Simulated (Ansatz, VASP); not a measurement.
## InAs in VASP and in Ansatz

```
CELL_PARAMETERS angstrom
0.00000 3.05459 3.05459
3.05459 0.00000 3.05459
3.05459 3.05459 0.00000
ATOMIC_POSITIONS crystal
In 0.00000 0.00000 0.00000
As 0.25000 0.25000 0.25000
```

Alike in both runs: task single point; functional PBE0; k mesh 6 × 6 × 6; no spin polarisation.

|  | VASP | Ansatz |
| --- | --- | --- |
| version | VASP 6.6.1 | Ansatz 0.2.0 |
| potentials or method | VASP PAW PBE potentials, release 64 (In_d, As) | plane waves, PAW |
| plane-wave cutoff (eV) | 520 | 420 |
| occupations | gaussian, width 0.01 eV | fixed |
| valence electrons in the cell | 18 | 28 |

|  | VASP | Ansatz | Ansatz less VASP |
| --- | --- | --- | --- |
| gap on the k mesh at the Fermi level (eV) | 0.94 | 0.90 | -0.035 |
| pressure (GPa) | -0.5 | -0.2 | +0.22 |

VASP's potentials hold 18 valence electrons a cell and Ansatz's 28, so a difference there can come from the potentials and not from the codes. Ansatz's warnings: little group invariance lost, stress exchange threshold loose, stress scf threshold loose.
